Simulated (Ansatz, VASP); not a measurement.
Hf3Zr5Hg8: VASP beside Ansatz

File INCAR:

```
SYSTEM = Hf3Zr5Hg8
ALGO     = Normal         ! electronic algorithm
EDIFF    = 1E-7           ! SCF threshold, eV
ENCUT    = 520            ! plane-wave cutoff, eV
GGA      = CA             ! functional
ISIF     = 2              ! what is computed and relaxed
ISMEAR   = 0              ! smearing method
LASPH    = .True.         ! aspherical terms in the spheres
LCHARG   = .True.         ! write CHGCAR
LELF     = .True.         ! ELF
LREAL    = Auto         
LVHAR    = .True.       
LWAVE    = .False.        ! write WAVECAR
NBANDS   = 107            ! bands
NELM     = 100            ! most SCF steps
PREC     = Accurate       ! precision mode
SIGMA    = 0.05           ! smearing width, eV
```

Contents of KPOINTS:

```
k-points
0
Gamma
  3 3 2
  0 0 0
```

Contents of POSCAR:

```
Hf3Zr5Hg8
1.0
    6.2940000000      0.0000000000      0.0000000000
    0.0000000000      6.2940000000      0.0000000000
    0.0000000000      0.0000000000      8.3400000000
Hg Hf Zr
8 3 5
Direct
    0.0000000000      0.0000000000      0.0000000000
    0.0000000000      0.0000000000      0.5000000000
    0.0000000000      0.5000000000      0.0000000000
    0.0000000000      0.5000000000      0.5000000000
    0.5000000000      0.0000000000      0.0000000000
    0.5000000000      0.0000000000      0.5000000000
    0.5000000000      0.5000000000      0.0000000000
    0.5000000000      0.5000000000      0.5000000000
    0.2500000000      0.2500000000      0.2500000000
    0.7500000000      0.2500000000      0.2500000000
    0.7500000000      0.7500000000      0.7500000000
    0.2500000000      0.2500000000      0.7500000000
    0.2500000000      0.7500000000      0.2500000000
    0.2500000000      0.7500000000      0.7500000000
    0.7500000000      0.2500000000      0.7500000000
    0.7500000000      0.7500000000      0.2500000000
```

Input for Ansatz:

```yaml
crystal:
  lattice:
    - [6.294, 0.0, 0.0]
    - [0.0, 6.294, 0.0]
    - [0.0, 0.0, 8.34]
  atoms:
    - { symbol: Hg, position: [0.0, 0.0, 0.0] }
    - { symbol: Hg, position: [0.0, 0.0, 0.5] }
    - { symbol: Hg, position: [0.0, 0.5, 0.0] }
    - { symbol: Hg, position: [0.0, 0.5, 0.5] }
    - { symbol: Hg, position: [0.5, 0.0, 0.0] }
    - { symbol: Hg, position: [0.5, 0.0, 0.5] }
    - { symbol: Hg, position: [0.5, 0.5, 0.0] }
    - { symbol: Hg, position: [0.5, 0.5, 0.5] }
    - { symbol: Hf, position: [0.25, 0.25, 0.25] }
    - { symbol: Zr, position: [0.25, 0.25, 0.75] }
    - { symbol: Zr, position: [0.25, 0.75, 0.25] }
    - { symbol: Zr, position: [0.25, 0.75, 0.75] }
    - { symbol: Hf, position: [0.75, 0.25, 0.25] }
    - { symbol: Zr, position: [0.75, 0.25, 0.75] }
    - { symbol: Zr, position: [0.75, 0.75, 0.25] }
    - { symbol: Hf, position: [0.75, 0.75, 0.75] }
kpoints:
  mp_grid:
    grid: [3, 3, 2]
hamiltonian:
  xc: lda
scf:
  occupations:
    method: gaussian
    width: 0.05
output:
  forces: true
  stress: true
```

Alike in both runs: task single point; functional LDA; k mesh 3 × 3 × 2; occupations gaussian, width 0.05 eV; no spin polarisation.

|  | VASP | Ansatz |
| --- | --- | --- |
| version | VASP 6.6.1 | Ansatz 0.2.0 |
| potentials or method | VASP PAW LDA potentials, release 64 (Hg, Hf_pv, Zr_sv) | plane waves, PAW |
| plane-wave cutoff (eV) | 520 | 420 |
| valence electrons in the cell | 186 | 298 |

```tsv
	VASP	Ansatz	Ansatz less VASP
pressure (GPa)	-4.1	-4.6	-0.53
rms of the force components (eV/Å)	0.032	0.027	-0.0050
```

LDA's correlation is that of Perdew and Zunger in VASP and of Perdew and Wang (1992) in Ansatz. VASP's potentials hold 186 valence electrons a cell and Ansatz's 298, so a difference there can come from the potentials and not from the codes.

The k mesh is coarse, so the values compare programs but aren't converged. Neither program's run includes spin-orbit coupling.
